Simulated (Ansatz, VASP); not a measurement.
This is a calculation of As for VASP 6.6.1.

Contents of INCAR:

```
SYSTEM = As
PREC = Accurate ; ENCUT = 520
EDIFF = 1E-6 ; ISMEAR = -1
SIGMA = 0.05 ; LREAL = .False.
LASPH = .True. ; NELM = 120
ALGO = Normal ; ISIF = 2
LWAVE = .False. ; LCHARG = .False.
LDIPOL = .True. ; IDIPOL = 3
DIPOL = 0.5 0.5 0.500 ; GGA = PE
NBANDS = 70 ; GGA_COMPAT = .False.
NELMDL = -8
```

The input KPOINTS:

```
regular mesh
0
Gamma
  8 8 1
  0 0 0
```

Contents of POSCAR:

```
As
1.0
    3.7594989150      0.0000000000      0.0000000000
   -1.8797494575      3.2558215659      0.0000000000
    0.0000000000      0.0000000000     26.7304526348
As
8
Direct
    0.3333333333      0.6666666667      0.2805788627
    0.6666666667      0.3333333333      0.3282077844
    0.0000000000      0.0000000000      0.4109833137
    0.3333333333      0.6666666667      0.4586122354
    0.6666666667      0.3333333333      0.5413877646
    0.0000000000      0.0000000000      0.5890166863
    0.3333333333      0.6666666667      0.6717922156
    0.6666666667      0.3333333333      0.7194211373
```

Potentials or basis: VASP PAW PBE potentials, release 64 (As_d).

Command:

```sh
$ cat potpaw_PBE.64/As_d/POTCAR > POTCAR
$ mpirun -np 1 vasp_std > vasp.out
```

**Question.** Set up the same calculation for Ansatz 0.2.0. Potentials there: Ansatz PAW.

**Answer.** As run (the cutoff follows the program's own potentials):

Contents of input.yaml:

```yaml
crystal:
  lattice:
    - [3.759498915, 0.0, 0.0]
    - [-1.8797494575, 3.2558215659, 0.0]
    - [0.0, 0.0, 26.7304526348]
  atoms:
    - { symbol: As, position: [0.3333333333, 0.6666666667, 0.2805788627] }
    - { symbol: As, position: [0.6666666667, 0.3333333333, 0.3282077844] }
    - { symbol: As, position: [0.0, 0.0, 0.4109833137] }
    - { symbol: As, position: [0.3333333333, 0.6666666667, 0.4586122354] }
    - { symbol: As, position: [0.6666666667, 0.3333333333, 0.5413877646] }
    - { symbol: As, position: [0.0, 0.0, 0.5890166863] }
    - { symbol: As, position: [0.3333333333, 0.6666666667, 0.6717922156] }
    - { symbol: As, position: [0.6666666667, 0.3333333333, 0.7194211373] }
hamiltonian:
  xc: pbe
  pseudopotentials: { kind: paw }
kpoints:
  mp_grid: { grid: [8, 8, 1] }
scf:
  occupations: { method: fermi_dirac, width: 0.05 }
output:
  forces: true
  eigenvalues: true
efield:
  axis: 3
  dipole_correction: true
  ramp_width: 0.04
```

Potentials or basis: Ansatz PAW.

Run with:

```bash
$ ansatz run input.yaml --threads 4 --pin off --max-ram 11264MiB --backend cpu --events-out ev --progress --plain --runs-dir out
```

Both were run:

|  | VASP | Ansatz | Ansatz less VASP |
| --- | --- | --- | --- |
| gap on the k mesh at the Fermi level (eV) | none | none | - |
| rms of the force components (eV/Å) | 0.193 | 0.185 | -0.0086 |

Atom by atom the forces differ by 0.009 eV/Å (rms over components). A gap of «none» marks a metal or a gap that the smearing closes. The functional is the same, so the differences come from potentials, cutoffs and numerics.
